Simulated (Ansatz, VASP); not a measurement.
# One calculation of Cu, two programs

```
Cu
1.0
     0.00000    1.81447    1.81447
     1.81447    0.00000    1.81447
     1.81447    1.81447    0.00000
Cu
1
Direct
  0.00000 0.00000 0.00000
```

Alike in both runs: functional PBE; k mesh 20 × 20 × 20; occupations gaussian, width 0.1 eV; no spin polarisation.

Ansatz relaxed the structure, and its values are those at the end. VASP's run is a single point on that final structure, the one shown.

|  | VASP | Ansatz |
| --- | --- | --- |
| version | VASP 6.6.1 | Ansatz 0.2.0 |
| potentials or method | VASP PAW PBE potentials, release 64 (Cu), cutoff 600 eV | scalar-relativistic, plane waves, PAW |
| valence electrons in the cell | 11 | 19 |

```csv
,VASP,Ansatz,Ansatz less VASP
gap on the k mesh at the Fermi level (eV),none,none,-
pressure (GPa),0.7,0.0,-0.74
```

A gap of «none» marks a metal or a gap that the smearing closes. VASP's potentials hold 11 valence electrons a cell and Ansatz's 19, so a difference there can come from the potentials and not from the codes.
